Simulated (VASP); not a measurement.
# SbC (Pm-3m) in VASP: notebook, part 2 of 2

VASP 6.6.1. Earlier steps stand in the parts before.

## Step 3: Relaxation of cell and atoms, PBE

This run uses another cell than the first one, of 15.11 Å³/atom, 1.006 times its volume.

Input file INCAR:

```
PREC     = Accurate       # precision mode
ENCUT    = 600            # plane-wave cutoff, eV
EDIFF    = 1E-6           # SCF threshold, eV
ISMEAR   = -1             # smearing method
SIGMA    = 0.05           # smearing width, eV
LREAL    = False          # projectors in reciprocal space
LASPH    = True           # aspherical terms in the spheres
NELM     = 80             # most SCF steps
ALGO     = Normal         # electronic algorithm
ISIF     = 3              # what is computed and relaxed
LWAVE    = False          # write WAVECAR
LCHARG   = False          # write CHGCAR
GGA      = PE             # functional
IBRION   = 2              # ionic algorithm
NSW      = 60             # ionic steps
EDIFFG   = -0.01          # ionic threshold
```

Input file KPOINTS:

```
Automatic mesh
0
Gamma
  9 9 9
```

Input file POSCAR:

```
SbC
1.0
    3.1146800000      0.0000000000      0.0000000000
    0.0000000000      3.1146800000      0.0000000000
    0.0000000000      0.0000000000      3.1146800000
Sb C
1 1
Direct
    0.5000000000      0.5000000000      0.5000000000
    0.0000000000      0.0000000000      0.0000000000
```

Potentials or basis: VASP PAW PBE potentials, release 64 (Sb, C).

On the command line:

```sh
$ cat potpaw_PBE.64/Sb/POTCAR potpaw_PBE.64/C/POTCAR > POTCAR
$ mpirun -np 1 vasp_std > vasp.out
```

OUTCAR:

```text
PREC = Accurate
   ENCUT = 600
   EDIFF = 1E-6
   ISMEAR = -1
   LREAL = False
   LASPH = True
   NELM = 80
   ISIF = 3
   GGA = PE
   IBRION = 2
   NSW = 60
   EDIFFG = -0.01

 ion  position               nearest neighbor table
   1  0.500  0.500  0.500-   2 2.70   2 2.70   2 2.70   2 2.70   2 2.70   2 2.70   2 2.70   2 2.70

   2  0.000  0.000  0.000-   1 2.70   1 2.70   1 2.70   1 2.70   1 2.70   1 2.70   1 2.70   1 2.70

  LATTYP: Found a simple cubic cell.
 ALAT       =     3.1146800000

  Lattice vectors:

 A1 = (   3.1146800000,   0.0000000000,   0.0000000000)
 A2 = (   0.0000000000,   3.1146800000,   0.0000000000)
 A3 = (   0.0000000000,   0.0000000000,   3.1146800000)

Analysis of symmetry for initial positions (statically):
=====================================================================
 Subroutine PRICEL returns:
 Original cell was already a primitive cell.

 Routine SETGRP: Setting up the symmetry group for a
 simple cubic supercell.

 Subroutine GETGRP returns: Found 48 space group operations
 (whereof 48 operations were pure point group operations)
 out of a pool of 48 trial point group operations.

The static configuration has the point symmetry O_h .

Analysis of symmetry for dynamics (positions and initial velocities):
=====================================================================
 Subroutine PRICEL returns:
 Original cell was already a primitive cell.

 Routine SETGRP: Setting up the symmetry group for a
 simple cubic supercell.

 Subroutine GETGRP returns: Found 48 space group operations
 (whereof 48 operations were pure point group operations)
 out of a pool of 48 trial point group operations.

The dynamic configuration has the point symmetry O_h .

 Subroutine INISYM returns: Found 48 space group operations
 (whereof 48 operations are pure point group operations),
 and found     1 'primitive' translations

[... 119 lines left out ...]
   GGA     = PE    functional components
   LHFCALC =     F    Hartree Fock is set to
   AEXX    =    0.0000 exact exchange contribution
   IVDW    =     0    specifies the selected vdW correction
   LEPSILON=     F    determine dielectric tensor
   LRPA    =     F    only Hartree local field effects (RPA)
 conjugate gradient relaxation of ions
 non-spin polarized calculation
  energy-cutoff  :      600.00
  volume of cell :       30.22
 maximum number of plane-waves:      1021
 NGX is ok and might be reduce to    28
   NGX = 13   NGY = 13   NGZ = 13

--------------------------------------- Ionic step        1  -------------------------------------------

 number of electron       9.0000000 magnetization

 Free energy of the ion-electron system (eV)
  ---------------------------------------------------
  ext. energy  EPLUGINS =         0.00000000
  ---------------------------------------------------
  free energy    TOTEN  =        -8.94781918 eV

  energy without entropy =       -8.93811943  energy(sigma->0) =       -8.94296931

------------------------ aborting loop because EDIFF is reached ----------------------------------------

  FORCE on cell =-STRESS in cart. coord.  units (eV):
  Direction    XX          YY          ZZ          XY          YZ          ZX
  --------------------------------------------------------------------------------------
  -------------------------------------------------------------------------------------
  Total       -0.1980463     -0.1980463     -0.1980463      0.0000000      0.0000000      0.0000000
  in kB      -10.5011546    -10.5011546    -10.5011546      0.0000000      0.0000000      0.0000000
  external PRESSURE =     -10.5011546 kB  Pullay stress =       0.0000000 kB
[... 59 lines left out ...]
--------------------------------------- Ionic step        3  -------------------------------------------

 number of electron       9.0000000 magnetization

 Free energy of the ion-electron system (eV)
  ---------------------------------------------------
  ext. energy  EPLUGINS =         0.00000000
  ---------------------------------------------------
  free energy    TOTEN  =        -8.94884870 eV

  energy without entropy =       -8.93970742  energy(sigma->0) =       -8.94427806

 E-fermi :   9.7836     XC(G=0): -11.4400

 val. band max:        9.7474917314   @ k =   0.4444   0.3333   0.1111
 cond. band min:       9.8388805330   @ k =   0.3333   0.2222   0.0000
 fundamental gap:      0.0913888015
 Fermi energy:         9.7836173420

 k-point     1 :       0.0000    0.0000    0.0000
  band No.  band energies     occupation
      1      -5.4644      2.00000
      2       5.7226      2.00000
      3       8.1092      2.00000
      4       8.1092      2.00000
      5       8.1092      2.00000
      6      15.2507      0.00000
      7      15.2507      0.00000
      8      17.4741      0.00000
[... 243 lines left out ...]
 k-point    24 :       0.4444    0.3333    0.1111
  band No.  band energies     occupation
      1      -0.7464      2.00000
      2       0.7719      2.00000
      3       4.5892      2.00000
      4       6.2633      2.00000
      5       9.7475      1.34632
      6      12.6681      0.00000
      7      13.7148      0.00000
      8      15.6128      0.00000

 [... further k-points ...]
[... 5 lines left out ...]
  --------------------------------------------------------------------------------------
  -------------------------------------------------------------------------------------
  Total        0.0014735      0.0014735      0.0014735     -0.0000000     -0.0000000     -0.0000000
  in kB        0.0789392      0.0789392      0.0789392     -0.0000000     -0.0000000     -0.0000000
  external PRESSURE =       0.0789392 kB  Pullay stress =       0.0000000 kB
[... 17 lines left out ...]
  FREE ENERGIE OF THE ION-ELECTRON SYSTEM (eV)
  ---------------------------------------------------
  free  energy   TOTEN  =        -8.9488486986 eV

  energy  without entropy=       -8.9397074241  energy(sigma->0) =       -8.94427806

 reached required accuracy - stopping structural energy minimisation
```

OSZICAR:

```text
N       E                     dE             d eps       ncg     rms          rms(c)
DAV:   1     0.264432107253E+02    0.26443E+02   -0.39331E+03   560   0.102E+03
DAV:   2    -0.872295393529E+01   -0.35166E+02   -0.34731E+02   936   0.124E+02
DAV:   3    -0.967287221281E+01   -0.94992E+00   -0.94446E+00   632   0.266E+01
[... 20 lines left out ...]
DAV:   1    -0.894898997984E+01   -0.30485E-03   -0.62830E-03   624   0.636E-01    0.726E-02
DAV:   2    -0.894889535902E+01    0.94621E-04   -0.12503E-04   616   0.937E-02    0.351E-02
DAV:   3    -0.894885268491E+01    0.42674E-04   -0.47468E-05   584   0.467E-02    0.831E-03
DAV:   4    -0.894884891081E+01    0.37741E-05   -0.52954E-06   616   0.171E-02    0.535E-03
DAV:   5    -0.894884869861E+01    0.21220E-06   -0.63245E-08   280   0.270E-03
   3 F= -.89488487E+01 E0= -.89442781E+01  d E =-.102951E-02
```

CONTCAR:

```text
SbC
   1.00000000000000
     3.1039994758464831    0.0000000000000000    0.0000000000000000
     0.0000000000000000    3.1039994758464831    0.0000000000000000
    -0.0000000000000000    0.0000000000000000    3.1039994758464831
  Sb              C
     1     1
Direct
     0.5000000000000000    0.5000000000000000    0.5000000000000000
     0.0000000000000000    0.0000000000000000    0.0000000000000000

  0.00000000E+00  0.00000000E+00  0.00000000E+00
  0.00000000E+00  0.00000000E+00  0.00000000E+00
```

Wall time 20 s (1 thread of Intel Xeon Platinum 8375C at 2.90GHz (Ice Lake), shared host); peak memory 0.17 GiB.

What came out:

- Free energy: -8.9488 eV
- Relaxed volume: 14.95 Å³/atom
- Relaxed cell: a = 3.104 Å, b = 3.104 Å, c = 3.104 Å, α = 90.00°, β = 90.00°, γ = 90.00°
- Space group after relaxing (to 0.05 Å): Pm-3m (No. 221)
- Energy gained by relaxing: 0.5 meV/atom
- Ionic steps: 3
- Pressure after relaxing: 0.0 GPa

Step by step:
| step | energy change (eV) | largest force (eV/Å) | pressure (GPa) | volume (Å³) |
| --- | --- | --- | --- | --- |
| 1 | 0.0000 | 0.0000 | -1.05 | 30.22 |
| 2 | -0.0009 | 0.0000 | 0.44 | 29.79 |
| 3 | -0.0010 | 0.0000 | 0.01 | 29.91 |

Final structure:
```
Sb C
1.0
     3.10400    0.00000    0.00000
     0.00000    3.10400    0.00000
     0.00000    0.00000    3.10400
Sb C
1 1
Direct
  0.50000 0.50000 0.50000
  0.00000 0.00000 0.00000
```

Levels at points of the mesh, in eV from the Fermi level:
```csv
k point,band 1,band 2,band 3,band 4,band 5,band 6,band 7,band 8
"(0.00, 0.00, 0.00)",-15.25,-4.06,-1.67,-1.67,-1.67,5.47,5.47,7.69
```

Caveat: the bands computed are all filled at some k points, so no gap is given; spin-orbit coupling is left out, which moves the levels of the heavy elements.
